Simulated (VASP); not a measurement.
# BP in VASP: further runs

BP is run at these levels: PBE; tasks: single point.

Everything below comes from runs of VASP 6.6.1. Logs are shortened: lines on timing, memory, paths and dates and some standing lists are left out, and cuts for length are marked.

### 1 The cell of the first run

The structure is cubic, space group F-43m (No. 216). The conventional cell has a = 4.356 Å, b = 4.356 Å, c = 4.356 Å, α = 90.00°, β = 90.00°, γ = 90.00°. B (site symmetry -43m) has 4 P at 1.89 Å within 2.5 Å. Within 2.5 Å of P (site symmetry -43m) lie 4 B at 1.89 Å.

### 2 Single point, PBE (strain -0.040 along x and y, -0.040 along z)

INCAR

```
SYSTEM = BP
PREC = Accurate
ENCUT = 520
EDIFF = 1E-6
ISMEAR = 0
SIGMA = 0.05
LREAL = .False.
LASPH = .True.
NELM = 80
ALGO = Normal
ISIF = 2
LWAVE = .False.
LCHARG = .False.
GGA = PE
NBANDS = 11
```

KPOINTS

```
regular mesh
0
Gamma
  10 10 10
  0 0 0
```

POSCAR

```
BP
1.0
    0.0000000000      2.1782400000      2.1782400000
    2.1782400000      0.0000000000      2.1782400000
    2.1782400000      2.1782400000      0.0000000000
B P
1 1
Direct
    0.0000000000      0.0000000000      0.0000000000
    0.7500000000      0.7500000000      0.7500000000
```

Potentials or basis: VASP PAW PBE potentials, release 64 (B, P).

Launch:

```bash
$ cat potpaw_PBE.64/B/POTCAR potpaw_PBE.64/P/POTCAR > POTCAR
$ mpirun -np 1 vasp_std > vasp.out
```

OUTCAR:

```text
SYSTEM = BP
   PREC = Accurate
   ENCUT = 520
   EDIFF = 1E-6
   ISMEAR = 0
   LREAL = .False.
   LASPH = .True.
   NELM = 80
   ISIF = 2
   GGA = PE

 ion  position               nearest neighbor table
   1  0.000  0.000  0.000-   2 1.89   2 1.89   2 1.89   2 1.89
   2  0.750  0.750  0.750-   1 1.89   1 1.89   1 1.89   1 1.89

  LATTYP: Found a face centered cubic cell.
 ALAT       =     4.3564800000

  Lattice vectors:

 A1 = (   0.0000000000,   2.1782400000,   2.1782400000)
 A2 = (   2.1782400000,   0.0000000000,   2.1782400000)
 A3 = (   2.1782400000,   2.1782400000,   0.0000000000)

Analysis of symmetry for initial positions (statically):
=====================================================================
 Subroutine PRICEL returns:
 Original cell was already a primitive cell.

 Routine SETGRP: Setting up the symmetry group for a
 face centered cubic supercell.

 Subroutine GETGRP returns: Found 24 space group operations
 (whereof 24 operations were pure point group operations)
 out of a pool of 48 trial point group operations.

The static configuration has the point symmetry T_d .

Analysis of symmetry for dynamics (positions and initial velocities):
=====================================================================
 Subroutine PRICEL returns:
 Original cell was already a primitive cell.

 Routine SETGRP: Setting up the symmetry group for a
 face centered cubic supercell.

 Subroutine GETGRP returns: Found 24 space group operations
 (whereof 24 operations were pure point group operations)
 out of a pool of 48 trial point group operations.

The dynamic configuration has the point symmetry T_d .

 Subroutine INISYM returns: Found 24 space group operations
 (whereof 24 operations are pure point group operations),
 and found     1 'primitive' translations

----------------------------------------------------------------------------------------

                                     Primitive cell

  volume of cell :      20.6703

  direct lattice vectors                    reciprocal lattice vectors
     0.000000000  2.178240000  2.178240000    -0.229543117  0.229543117  0.229543117
     2.178240000  0.000000000  2.178240000     0.229543117 -0.229543117  0.229543117
     2.178240000  2.178240000  0.000000000     0.229543117  0.229543117 -0.229543117

  length of vectors
     3.080496550  3.080496550  3.080496550     0.397580342  0.397580342  0.397580342

  position of ions in fractional coordinates (direct lattice)
     0.000000000  0.000000000  0.000000000
     0.750000000  0.750000000  0.750000000

  ion indices of the primitive-cell ions
   primitive index   ion index
                 1           1
                 2           2

----------------------------------------------------------------------------------------

 KPOINTS: regular mesh

Automatic generation of k-mesh.
 Grid dimensions read from file:
 generate k-points for:   10   10   10

 Generating k-lattice:

  Cartesian coordinates                     Fractional coordinates (reciprocal lattice)
    -0.022954312  0.022954312  0.022954312     0.100000000  0.000000000  0.000000000
     0.022954312 -0.022954312  0.022954312     0.000000000  0.100000000  0.000000000
     0.022954312  0.022954312 -0.022954312     0.000000000  0.000000000  0.100000000

  Length of vectors
     0.039758034  0.039758034  0.039758034

  Shift w.r.t. Gamma in fractional coordinates (k-lattice)
     0.000000000  0.000000000  0.000000000

 Subroutine IBZKPT returns following result:
 ===========================================

 Found     47 irreducible k-points:

 Following reciprocal coordinates:
            Coordinates               Weight
  0.000000  0.000000  0.000000      1.000000
  0.100000  0.000000  0.000000      8.000000
  0.200000  0.000000  0.000000      8.000000
  0.300000  0.000000  0.000000      8.000000
  0.400000  0.000000  0.000000      8.000000
  0.500000  0.000000  0.000000      4.000000
[... 16 lines left out ...]
  0.300000  0.300000  0.000000      6.000000
  0.400000  0.300000  0.000000     24.000000
 [... further k-points ...]
   k-points           NKPTS =     47   k-points in BZ     NKDIM =     47   number of bands    NBANDS=     11
   number of dos      NEDOS =    301   number of ions     NIONS =      2
   total plane-waves  NPLWV =  13824
   dimension x,y,z NGX =    24 NGY =   24 NGZ =   24
   dimension x,y,z NGXF=    48 NGYF=   48 NGZF=   48
   ions per type =               1   1
   NGX,Y,Z   is equivalent  to a cutoff of  12.95, 12.95, 12.95 a.u.
   NGXF,Y,Z  is equivalent  to a cutoff of  25.90, 25.90, 25.90 a.u.
 SYSTEM =  BP
   PREC   = accura    normal or accurate (medium, high low for compatibility)
   ISTART =      0    job   : 0-new  1-cont  2-samecut
   ICHARG =      2    charge: 1-file 2-atom 10-const
   ISPIN  =      1    spin polarized calculation?
   LNONCOLLINEAR =      F non collinear calculations
   LSORBIT =      F    spin-orbit coupling
   LASPH  =      T    aspherical Exc in radial PAW
   ENCUT  =  520.0 eV  38.22 Ry    6.18 a.u.   5.73  5.73  5.73*2*pi/ulx,y,z
   NELM   =     80;   NELMIN=  2; NELMDL= -5     # of ELM steps
   EDIFF  = 0.1E-05   stopping-criterion for ELM
   LREAL  =      F    real-space projection
   EDIFFG = 0.1E-04   stopping-criterion for IOM
   NSW    =      0    number of steps for IOM
   IBRION =     -1    ionic relax: 0-MD 1-quasi-New 2-CG
   NFREE  =      0    steps in history (QN), initial steepest desc. (CG)
   ISIF   =      2    stress and relaxation
   ISYM   =      2    0-nonsym 1-usesym 2-fastsym
   POTIM  = 0.5000    time-step for ionic-motion
   TEBEG  =    0.0;   TEEND  =   0.0 temperature during run
   PSTRESS=    0.0 pullay stress
   NELECT =       8.0000    total number of electrons
   NUPDOWN=      -1.0000    fix difference up-down
   EMIN   =  10.00;   EMAX   =-10.00  energy-range for DOS
   EFERMI =   0.00;   METHOD = LEGACY
   ISMEAR =     0;   SIGMA  =   0.05  broadening in eV -4-tet -1-fermi 0-gaus
   EFERMI_NEDOS =   21; number of points for ismear=-14 and -15
   IALGO  =     38    algorithm
   IMIX   =      4    mixing-type and parameters
     AMIX     =   0.40;   BMIX     =  1.00
     AMIX_MAG =   1.60;   BMIX_MAG =  1.00
  volume/ion in A,a.u.               =      10.34        69.75
  Fermi-wavevector in a.u.,A,eV,Ry     =   1.193042  2.254523 19.365845  1.423349
  Thomas-Fermi vector in A             =   2.329066
   LORBIT       =      0    0 simple, 1 ext, 2 COOP (PROOUT), +10 PAW based schemes
   GGA     = PE    functional components
   LHFCALC =     F    Hartree Fock is set to
   AEXX    =    0.0000 exact exchange contribution
   IVDW    =     0    specifies the selected vdW correction
   LEPSILON=     F    determine dielectric tensor
   LRPA    =     F    only Hartree local field effects (RPA)
 non-spin polarized calculation
 Gauss-broadening in eV      SIGMA  =   0.05
  energy-cutoff  :      520.00
  volume of cell :       20.67
 maximum number of plane-waves:       568
   NGX = 11   NGY = 11   NGZ = 11

 number of electron       7.9999999 magnetization

 Free energy of the ion-electron system (eV)
  ---------------------------------------------------
  ext. energy  EPLUGINS =         0.00000000
  ---------------------------------------------------
  free energy    TOTEN  =       -12.71986913 eV

  energy without entropy =      -12.71986913  energy(sigma->0) =      -12.71986913

 E-fermi :   9.1760     XC(G=0): -11.4416

 val. band max:        8.9408577131   @ k =   0.0000   0.0000   0.0000
 cond. band min:      10.0070893580   @ k =   0.4000   0.4000   0.0000
 fundamental gap:      1.0662316448
 Fermi energy:         9.1759638541

 k-point     1 :       0.0000    0.0000    0.0000
  band No.  band energies     occupation
      1      -7.6514      2.00000
      2       8.9409      2.00000
      3       8.9409      2.00000
      4       8.9409      2.00000
      5      12.5572      0.00000
      6      12.5572      0.00000
      7      12.5572      0.00000
      8      18.2422      0.00000
      9      21.3603      0.00000
     10      21.4414      0.00000
     11      21.4414      0.00000

 k-point     2 :       0.1000    0.0000    0.0000
  band No.  band energies     occupation
      1      -7.4525      2.00000
      2       7.5471      2.00000
      3       8.6162      2.00000
      4       8.6162      2.00000
      5      13.0088      0.00000
      6      13.0088      0.00000
      7      13.1077      0.00000
      8      18.6190      0.00000
      9      20.6734      0.00000
     10      20.6734      0.00000
     11      22.0046      0.00000

 k-point     3 :       0.2000    0.0000    0.0000
  band No.  band energies     occupation
      1      -6.8620      2.00000
      2       5.0188      2.00000
      3       8.0083      2.00000
      4       8.0083      2.00000
      5      13.5110      0.00000
      6      13.7698      0.00000
      7      13.7698      0.00000
      8      19.3697      0.00000
      9      20.0248      0.00000
     10      20.0248      0.00000
     11      22.9320      0.00000

 k-point     4 :       0.3000    0.0000    0.0000
  band No.  band energies     occupation
      1      -5.9053      2.00000
      2       2.4434      2.00000
      3       7.4830      2.00000
      4       7.4830      2.00000
      5      13.5535      0.00000
      6      14.0226      0.00000
      7      14.0226      0.00000
      8      19.7225      0.00000
      9      20.7488      0.00000
     10      20.7488      0.00000
     11      23.4268      0.00000
[... 239 lines left out ...]
 k-point    22 :      -0.2000    0.2000    0.0000
  band No.  band energies     occupation
      1      -5.5822      2.00000
      2       3.3933      2.00000
      3       4.2873      2.00000
      4       7.6037      2.00000
      5      13.7021      0.00000
      6      14.6016      0.00000
      7      15.8902      0.00000
      8      18.1656      0.00000
      9      18.5520      0.00000
     10      23.5281      0.00000
     11      26.4595      0.00000

 k-point    23 :       0.3000    0.3000    0.0000
  band No.  band energies     occupation
      1      -5.3089      2.00000
      2       3.9936      2.00000
      3       5.3609      2.00000
      4       5.3609      2.00000
      5      10.3773      0.00000
      6      12.7672      0.00000
      7      18.6138      0.00000
      8      18.6138      0.00000
      9      23.6816      0.00000
     10      23.9084      0.00000
     11      27.2006      0.00000

 k-point    24 :       0.4000    0.3000    0.0000
  band No.  band energies     occupation
      1      -4.3821      2.00000
      2       2.5165      2.00000
      3       4.4295      2.00000
      4       5.0394      2.00000
      5      10.6540      0.00000
      6      12.5189      0.00000
      7      19.2297      0.00000
      8      19.3629      0.00000
      9      24.4335      0.00000
     10      24.9434      0.00000
     11      27.8917      0.00000

 [... further k-points ...]
[... 5 lines left out ...]
  --------------------------------------------------------------------------------------
  -------------------------------------------------------------------------------------
  Total        3.3987660      3.3987660      3.3987660      0.0000000      0.0000000     -0.0000000
  in kB      263.4417841    263.4417841    263.4417841      0.0000000      0.0000000     -0.0000000
  external PRESSURE =     263.4417841 kB  Pullay stress =       0.0000000 kB

 VOLUME and BASIS-vectors are now :
 -----------------------------------------------------------------------------
  energy-cutoff  :      520.00
  volume of cell :       20.67
      direct lattice vectors                 reciprocal lattice vectors
     0.000000000  2.178240000  2.178240000    -0.229543117  0.229543117  0.229543117
     2.178240000  0.000000000  2.178240000     0.229543117 -0.229543117  0.229543117
     2.178240000  2.178240000  0.000000000     0.229543117  0.229543117 -0.229543117

 POSITION                                       TOTAL-FORCE (eV/Angst)
 -----------------------------------------------------------------------------------
      0.00000      0.00000      0.00000        -0.000000     -0.000000     -0.000000
      3.26736      3.26736      3.26736         0.000000      0.000000      0.000000
 -----------------------------------------------------------------------------------
    total drift:                               -0.000000     -0.000000     -0.000000

  FREE ENERGIE OF THE ION-ELECTRON SYSTEM (eV)
  ---------------------------------------------------
  free  energy   TOTEN  =       -12.7198691281 eV

  energy  without entropy=      -12.7198691281  energy(sigma->0) =      -12.71986913
```

Wall time 17 s (1 thread of AMD EPYC 7R13, shared host); peak memory 0.11 GiB.

Results:

* Free energy: -12.7199 eV
* Pressure: 26.3 GPa
* Band gap on the k mesh: 1.07 eV, indirect (least direct gap 3.62 eV)

Caveat: the cell differs from its parent crystal (strain -0.040 along x and y, -0.040 along z). A k mesh can miss the band edges.

(Continued in part 2 of 2.)
